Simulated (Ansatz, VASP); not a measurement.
**One calculation of ZrNb2N3, two programs**

```
Zr Nb N
1.0
     2.51130   -3.78478    0.00000
     2.51130    3.78478    0.00000
     0.00000    0.00000    4.03435
Zr Nb N
1 2 3
Direct
  0.50000 0.50000 0.50000
  0.00000 0.50000 0.00000
  0.50000 0.00000 0.00000
  0.18941 0.81059 0.50000
  0.81059 0.18941 0.50000
  0.50000 0.50000 0.00000
```

Alike in both runs: functional PBE; k mesh 3 × 3 × 3; occupations gaussian, width 0.15 eV; no spin polarisation.

Ansatz relaxed the structure, and its values are those at the end. VASP's run is a single point on that final structure, the one shown.

|  | VASP | Ansatz |
| --- | --- | --- |
| version | VASP 6.6.1 | Ansatz 0.2.0 |
| potentials or method | VASP PAW PBE potentials, release 64 (Zr_sv, Nb_sv, N), cutoff 600 eV | scalar-relativistic, plane waves, PAW |
| valence electrons in the cell | 53 | 53 |

```csv
,VASP,Ansatz,Ansatz less VASP
gap on the k mesh at the Fermi level (eV),none,none,-
pressure (GPa),-0.1,0.1,+0.21
```

A gap of «none» marks a metal or a gap that the smearing closes.

The k mesh is coarse, so the values compare programs but aren't converged.
